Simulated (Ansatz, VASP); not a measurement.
**BaP in VASP and in Ansatz**

```
Ba P
1.0
     5.95090    0.00000    0.00000
    -2.97545    5.15363    0.00000
     0.00000    0.00000    5.64005
Ba P
1 1
Direct
  0.00000 0.00000 0.00000
  0.00000 0.00000 0.50000
```

Alike in both runs: functional PBE; k mesh 6 × 6 × 4; occupations gaussian, width 0.1 eV; no spin polarisation.

Ansatz relaxed the structure, and its values are those at the end. VASP's run is a single point on that final structure, the one shown.

|  | VASP | Ansatz |
| --- | --- | --- |
| version | VASP 6.6.1 | Ansatz 0.2.0 |
| potentials or method | VASP PAW PBE potentials, release 64 (Ba_sv, P), cutoff 520 eV | scalar-relativistic, plane waves, PAW |
| valence electrons in the cell | 15 | 15 |

```csv
,VASP,Ansatz,Ansatz less VASP
gap on the k mesh at the Fermi level (eV),none,none,-
pressure (GPa),0.5,0.2,-0.23
```

A gap of «none» marks a metal or a gap that the smearing closes.

Neither program's run includes spin-orbit coupling.
